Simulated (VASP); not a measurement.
## NaCl: single point with PBEsol

The system is NaCl.

```
CELL_PARAMETERS angstrom
3.44695 0.00000 0.00000
0.00000 3.44695 0.00000
0.00000 0.00000 3.44695
ATOMIC_POSITIONS crystal
Na 0.00000 0.00000 0.00000
Cl 0.50000 0.50000 0.50000
```

```
Program                : VASP 6.6.1
Task                   : single point
Functional             : PBEsol
Potentials or basis    : VASP PAW PBE potentials, release 64 (Na_pv, Cl)
Cutoff                 : 520 eV
k mesh                 : 6 × 6 × 6
Occupations            : fermi-dirac, width 0.02 eV
Spin                   : no spin polarisation
Dipole correction      : no
Further INCAR settings : ALGO = Normal; EDIFF = 1e-06; NBANDS = 14
```

| Quantity | Value |
| --- | --- |
| Pressure | 0.0 GPa |
| Band gap on the k mesh | 3.99 eV (least direct gap 4.53 eV) |

Levels at points of the mesh, in eV from the valence-band top:
```
           k point  band 3  band 4  band 5  band 6  band 7  band 8  band 9  band 10  band 11  band 12
(0.00, 0.00, 0.00)  -21.84  -13.54   -0.54   -0.54   -0.54    3.99    8.35     8.35    16.03    16.05
(0.50, 0.00, 0.00)  -21.84  -13.13   -3.22   -0.29   -0.29    6.89    8.81    10.36    11.88    11.88
(0.50, 0.50, 0.00)  -21.83  -12.83   -2.48   -2.48    0.00    5.41    9.83    11.18    11.18    12.60
(0.50, 0.50, 0.50)  -21.87  -12.51   -2.03   -2.03   -2.03    6.96    6.96     6.96    12.03    16.19
```

Wall time 14 s on 1 thread of Intel Xeon 8259CL (shared host), peak memory 0.15 GiB.

Caveat: the PAW data sets were made with another functional, which shifts forces and pressure a little. A k mesh can miss the band edges.
